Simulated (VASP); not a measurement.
Here is a VASP 6.6.1 calculation.

The input INCAR:

```
SYSTEM = Na
PREC     = Accurate       ! precision mode
ENCUT    = 520            ! plane-wave cutoff, eV
EDIFF    = 1E-6           ! SCF threshold, eV
ISMEAR   = -1             ! smearing method
SIGMA    = 0.05           ! smearing width, eV
LREAL    = .False.        ! projectors in reciprocal space
LASPH    = .True.         ! aspherical terms in the spheres
NELM     = 80             ! most SCF steps
ALGO     = Normal         ! electronic algorithm
ISIF     = 2              ! what is computed and relaxed
LWAVE    = .False.        ! write WAVECAR
LCHARG   = .False.        ! write CHGCAR
GGA      = PE             ! functional
NBANDS   = 14             ! bands
```

KPOINTS

```
Automatic mesh
0
Gamma
  9 9 9
  0 0 0
```

POSCAR

```
Na
1.0
    0.0000000000      3.7830210393      3.7830210393
    3.7830210393      0.0000000000      3.7830210393
    3.7830210393      3.7830210393      0.0000000000
Na
2
Direct
   -0.1250000000     -0.1250000000     -0.1250000000
    0.1250000000      0.1250000000      0.1250000000
```

Potentials or basis: VASP PAW PBE potentials, release 64 (Na_pv).

Launch:

```console
$ cat potpaw_PBE.64/Na_pv/POTCAR > POTCAR
$ mpirun -np 1 vasp_std > vasp.out
```

Problem. Estimate the band gap on the k mesh.

Solution. Zero (band 7 reaches -0.39 eV, above the bottom of band 8 at -0.78 eV).

Problem. Estimate the pressure.

Solution. 0.0 GPa.
